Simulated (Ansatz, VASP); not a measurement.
# Tl: VASP beside Ansatz

File INCAR:

```
SYSTEM = Tl
  PREC = Accurate
  ENCUT = 520
  EDIFF = 1E-7
  ISMEAR = 0
  SIGMA = 0.15
  LREAL = .FALSE.
  LASPH = .TRUE.
  NELM = 100
  ALGO = Normal
  ISIF = 2
  LWAVE = .FALSE.
  LCHARG = .FALSE.
  NBANDS = 12
```

KPOINTS

```
Automatic mesh
0
G
  16 16 16
  0 0 0
```

File POSCAR:

```
Tl
1.0
    0.0000000000      2.4046827022      2.5896582946
    2.4046827022      0.0000000000      2.5896582946
    2.4046827022      2.4046827022      0.0000000000
Tl
1
Direct
    0.0000000000      0.0000000000      0.0000000000
```

Input for Ansatz:

```yaml
crystal:
  lattice:
    - [0.0, 2.4046827022, 2.5896582946]
    - [2.4046827022, 0.0, 2.5896582946]
    - [2.4046827022, 2.4046827022, 0.0]
  atoms:
    - { symbol: Tl, position: [0.0, 0.0, 0.0] }
basis:
  ecutwfc: 420
kpoints:
  mp_grid: { grid: [16, 16, 16] }
hamiltonian:
  xc: lda
scf:
  occupations: { method: gaussian, width: 0.15 }
output:
  forces: true
  stress: true
  eigenvalues: true
```

Change from the starting cell: strain -0.025 along x and y, +0.050 along z, atoms carried along.

Alike in both runs: task single point; functional LDA; k mesh 16 × 16 × 16; occupations gaussian, width 0.15 eV; no spin polarisation.

|  | VASP | Ansatz |
| --- | --- | --- |
| version | VASP 6.6.1 | Ansatz 0.2.0 |
| potentials or method | VASP PAW LDA potentials, release 64 (Tl_d), cutoff 520 eV | scalar-relativistic, plane waves, PAW |
| valence electrons in the cell | 13 | 13 |

VASP gave:

| Property | Result |
| --- | --- |
| gap on the k mesh at the Fermi level (eV) | none |
| pressure (GPa) | -3.3 |
| traceless stress, the component that is largest in VASP (GPa) | 0.06 |

Estimate Ansatz's values.

gap on the k mesh at the Fermi level (eV): none; pressure (GPa): -3.4; traceless stress, the component that is largest in VASP (GPa): 0.07.

LDA's correlation is that of Perdew and Zunger in VASP and of Perdew and Wang (1992) in Ansatz. A gap of «none» marks a metal or a gap that the smearing closes.

Spin-orbit coupling is off throughout.
